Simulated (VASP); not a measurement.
# WS2 (R3m) in VASP: notebook, part 2 of 2

VASP 6.6.1.

### Step 3. Single point, r2SCAN

This run uses another cell than the first one, of 19.14 Å³/atom.

POSCAR reads:

```
WS2
1.0
    1.5911317623      0.9186403513      6.5478539963
   -1.5911317623      0.9186403513      6.5478539963
    0.0000000000     -1.8372807026      6.5478539963
W S
1 2
Direct
    0.0006740938      0.0006740938      0.0006740938
    0.2546440426      0.2546440426      0.2546440426
    0.4133818636      0.4133818636      0.4133818636
```

INCAR.step1 reads:

```
SYSTEM = WS2
PREC = Accurate ; ENCUT = 520
ISMEAR = 0 ; SIGMA = 0.02
LREAL = .FALSE. ; LASPH = .TRUE.
NELM = 60 ; NBANDS = 20
GGA = PE ; ALGO = Normal
EDIFF = 1E-4 ; LWAVE = .TRUE.
LCHARG = .FALSE.
```

INCAR.step2 reads:

```
SYSTEM = WS2
PREC = Accurate ; ENCUT = 520
EDIFF = 1E-6 ; ISMEAR = 0
SIGMA = 0.02 ; LREAL = .FALSE.
LASPH = .TRUE. ; NELM = 60
ALGO = Normal ; ISIF = 2
LWAVE = .FALSE. ; LCHARG = .TRUE.
METAGGA = R2SCAN ; LMIXTAU = .TRUE.
LELF = .TRUE. ; LVHAR = .TRUE.
NBANDS = 20 ; ISTART = 1
```

KPOINTS reads:

```
Automatic mesh
0
G
  12 12 12
  0 0 0
```

Potentials or basis: VASP PAW PBE potentials, release 64 (W_sv, S).

Command:

```
$ cat potpaw_PBE.64/W_sv/POTCAR potpaw_PBE.64/S/POTCAR > POTCAR
$ cp INCAR.step1 INCAR
$ mpirun -np 1 vasp_std > vasp.out
$ cp INCAR.step2 INCAR
$ mpirun -np 1 vasp_std > vasp.out
```

OUTCAR:

```text
SYSTEM = WS2
   PREC = Accurate
   ENCUT = 520
   EDIFF = 1E-6
   ISMEAR = 0
   LREAL = .FALSE.
   LASPH = .TRUE.
   NELM = 60
   ISIF = 2
   METAGGA = R2SCAN
   ISTART = 1

 ion  position               nearest neighbor table
   1  0.001  0.001  0.001-   2 2.41   2 2.41   2 2.41   3 2.41   3 2.41   3 2.41
   2  0.255  0.255  0.255-   1 2.41   1 2.41   1 2.41
   3  0.413  0.413  0.413-   1 2.41   1 2.41   1 2.41

  LATTYP: Found a trigonal (rhomboedric) cell.
 ALAT       =     6.8007346910
 COS(alpha) =     0.8905210506

  Lattice vectors:

 A1 = (   1.5911317623,   0.9186403513,   6.5478539963)
 A2 = (  -1.5911317623,   0.9186403513,   6.5478539963)
 A3 = (   0.0000000000,  -1.8372807026,   6.5478539963)

Analysis of symmetry for initial positions (statically):
=====================================================================
 Subroutine PRICEL returns:
 Original cell was already a primitive cell.

 Routine SETGRP: Setting up the symmetry group for a
 trigonal (rhombohedral) supercell.

 Subroutine GETGRP returns: Found  6 space group operations
 (whereof  6 operations were pure point group operations)
 out of a pool of 12 trial point group operations.

The static configuration has the point symmetry C_3v.

Analysis of symmetry for dynamics (positions and initial velocities):
=====================================================================
 Subroutine PRICEL returns:
 Original cell was already a primitive cell.

 Routine SETGRP: Setting up the symmetry group for a
 trigonal (rhombohedral) supercell.

 Subroutine GETGRP returns: Found  6 space group operations
 (whereof  6 operations were pure point group operations)
 out of a pool of 12 trial point group operations.

The dynamic configuration has the point symmetry C_3v.

[... 108 lines left out ...]
   POTIM  = 0.5000    time-step for ionic-motion
   TEBEG  =    0.0;   TEEND  =   0.0 temperature during run
   PSTRESS=    0.0 pullay stress
   NELECT =      26.0000    total number of electrons
   NUPDOWN=      -1.0000    fix difference up-down
   EMIN   =  10.00;   EMAX   =-10.00  energy-range for DOS
   EFERMI =   0.00;   METHOD = LEGACY
   ISMEAR =     0;   SIGMA  =   0.02  broadening in eV -4-tet -1-fermi 0-gaus
   EFERMI_NEDOS =   21; number of points for ismear=-14 and -15
   IALGO  =     38    algorithm
   IMIX   =      4    mixing-type and parameters
     AMIX     =   0.40;   BMIX     =  1.00
     AMIX_MAG =   1.60;   BMIX_MAG =  1.00
  volume/ion in A,a.u.               =      19.14       129.17
  Fermi-wavevector in a.u.,A,eV,Ry     =   1.257087  2.375550 21.500846  1.580268
  Thomas-Fermi vector in A             =   2.390763
   LORBIT       =      0    0 simple, 1 ext, 2 COOP (PROOUT), +10 PAW based schemes
   METAGGA = R2SCAN    functional components
   LHFCALC =     F    Hartree Fock is set to
   AEXX    =    0.0000 exact exchange contribution
   IVDW    =     0    specifies the selected vdW correction
   LEPSILON=     F    determine dielectric tensor
   LRPA    =     F    only Hartree local field effects (RPA)
 non-spin polarized calculation
 Gauss-broadening in eV      SIGMA  =   0.02
  energy-cutoff  :      520.00
  volume of cell :       57.43
 maximum number of plane-waves:      1565
 NGX is ok and might be reduce to    54
   NGX = 25   NGY = 25   NGZ = 25

 number of electron      26.0000000 magnetization

 Free energy of the ion-electron system (eV)
  ---------------------------------------------------
  ext. energy  EPLUGINS =         0.00000000
  ---------------------------------------------------
  free energy    TOTEN  =       -70.08076557 eV

  energy without entropy =      -70.08076557  energy(sigma->0) =      -70.08076557

 E-fermi :   6.6060     XC(G=0): -11.1105

 val. band max:        6.2779809937   @ k =   0.5000   0.5000   0.5000
 cond. band min:       7.6643114151   @ k =  -0.2500   0.4167   0.0833
 fundamental gap:      1.3863304214
 Fermi energy:         6.6059991782

 k-point     1 :       0.0000    0.0000    0.0000
  band No.  band energies     occupation
      1     -70.2112      2.00000
      2     -33.7993      2.00000
      3     -33.6452      2.00000
      4     -33.6452      2.00000
      5      -9.7911      2.00000
      6      -7.9026      2.00000
[... 541 lines left out ...]
     19      14.9511      0.00000
     20      15.3790      0.00000

 [... further k-points ...]
[... 5 lines left out ...]
  --------------------------------------------------------------------------------------
  -------------------------------------------------------------------------------------
  Total        0.0731229      0.0731229      0.0466490      0.0000000      0.0000000      0.0000000
  in kB        2.0401509      2.0401509      1.3015217      0.0000000      0.0000000      0.0000000
  external PRESSURE =       1.7939412 kB  Pullay stress =       0.0000000 kB

 VOLUME and BASIS-vectors are now :
 -----------------------------------------------------------------------------
  energy-cutoff  :      520.00
  volume of cell :       57.43
      direct lattice vectors                 reciprocal lattice vectors
     1.591131762  0.918640351  6.547853996     0.314241731  0.181427548  0.050907264
    -1.591131762  0.918640351  6.547853996    -0.314241731  0.181427548  0.050907264
     0.000000000 -1.837280703  6.547853996     0.000000000 -0.362855097  0.050907264

 POSITION                                       TOTAL-FORCE (eV/Angst)
 -----------------------------------------------------------------------------------
      0.00000      0.00000      0.01324         0.000000     -0.000000      0.000132
      0.00000      0.00000      5.00212         0.000000      0.000000     -0.021009
      0.00000      0.00000      8.12029         0.000000      0.000000      0.020876
 -----------------------------------------------------------------------------------
    total drift:                               -0.000000      0.000000     -0.000071

  FREE ENERGIE OF THE ION-ELECTRON SYSTEM (eV)
  ---------------------------------------------------
  free  energy   TOTEN  =       -70.0807655684 eV

  energy  without entropy=      -70.0807655684  energy(sigma->0) =      -70.08076557
```

OUTCAR.step1:

```text
SYSTEM = WS2
   PREC = Accurate
   ENCUT = 520
   ISMEAR = 0
   LREAL = .FALSE.
   LASPH = .TRUE.
   NELM = 60
[... 777 lines left out ...]
      0.00000      0.00000      0.01324         0.000000     -0.000000      0.000308
      0.00000      0.00000      5.00212         0.000000     -0.000000     -0.232297
      0.00000      0.00000      8.12029         0.000000      0.000000      0.231988
 -----------------------------------------------------------------------------------
    total drift:                               -0.000000      0.000000     -0.000008

  FREE ENERGIE OF THE ION-ELECTRON SYSTEM (eV)
  ---------------------------------------------------
  free  energy   TOTEN  =       -23.6629521619 eV

  energy  without entropy=      -23.6629521619  energy(sigma->0) =      -23.66295216
```

It took 48 min on 1 thread of Intel Xeon Platinum 8259CL at 2.50GHz (Skylake/Cascade Lake), shared host; peak memory 0.57 GiB.

Results:

```
Free energy            : -70.0808 eV
Pressure               : 0.2 GPa
Largest force          : 0.021 eV/Å
Band gap on the k mesh : 1.39 eV (least direct gap 1.92 eV)
```

Forces on the atoms (eV/Å):
```
W    0.000  0.000  0.000
S    0.000  0.000 -0.021
S    0.000  0.000  0.021
```

Caveat: the PAW data sets were made with another functional, which shifts forces and pressure a little; spin-orbit coupling is left out, which moves the levels of the heavy elements. A k mesh can miss the band edges.

### Step 4. Single point, r2SCAN

This run uses another cell than the first one, of 19.14 Å³/atom.

POSCAR is that of step 3.

INCAR.step1 reads:

```
  PREC = Accurate
  ENCUT = 520
  ISMEAR = 0
  SIGMA = 0.02
  LREAL = False
  LASPH = True
  NELM = 60
  NBANDS = 20
  GGA = PE
  ALGO = Normal
  EDIFF = 1E-4
  LWAVE = True
  LCHARG = False
```

INCAR.step2 reads:

```
  PREC = Accurate
  ENCUT = 520
  EDIFF = 1E-6
  ISMEAR = 0
  SIGMA = 0.02
  LREAL = False
  LASPH = True
  NELM = 60
  ALGO = Normal
  ISIF = 2
  LWAVE = False
  LCHARG = False
  METAGGA = R2SCAN
  LMIXTAU = True
  NBANDS = 20
  ISTART = 1
```

KPOINTS reads:

```
regular mesh
0
Gamma
  12 12 12
```

Command:

```
$ cat potpaw_PBE.64/W_sv/POTCAR potpaw_PBE.64/S/POTCAR > POTCAR
$ cp INCAR.step1 INCAR
$ mpirun -np 1 vasp_std > vasp.out
$ cp INCAR.step2 INCAR
$ mpirun -np 1 vasp_std > vasp.out
```

It took 50 min on 1 thread of Intel Xeon Platinum 8259CL at 2.50GHz (Skylake/Cascade Lake), shared host; peak memory 0.56 GiB.

The run converged. Its results:

| Item | Value |
| --- | --- |
| Free energy | -70.0808 eV |
| Pressure | 0.2 GPa |
| Largest force | 0.021 eV/Å |
| Band gap on the k mesh | 1.39 eV (least direct gap 1.92 eV) |

Forces in eV/Å, atoms in the order of the input:
```
W    0.000  0.000  0.000
S    0.000  0.000 -0.021
S    0.000  0.000  0.021
```

Levels at points of the mesh, in eV from the valence-band top:
```csv
k point,band 9,band 10,band 11,band 12,band 13,band 14,band 15,band 16,band 17,band 18
"(0.00, 0.00, 0.00)",-3.58,-2.31,-2.31,-1.91,-0.91,2.53,2.53,2.74,2.74,5.22
"(0.50, 0.00, 0.00)",-5.27,-4.18,-2.62,-1.92,-1.57,2.49,2.88,4.02,4.34,4.84
"(0.50, 0.50, 0.00)",-5.07,-4.14,-2.98,-2.00,-1.45,2.47,2.98,3.68,4.60,5.33
"(0.50, 0.50, 0.50)",-3.59,-3.46,-2.30,-2.30,0.00,2.57,2.57,2.68,2.68,5.46
```

Caveat: the PAW data sets were made with another functional, which shifts forces and pressure a little; spin-orbit coupling is left out, which moves the levels of the heavy elements. r2SCAN opens gaps a little over a GGA but as a rule still falls short of measured ones.
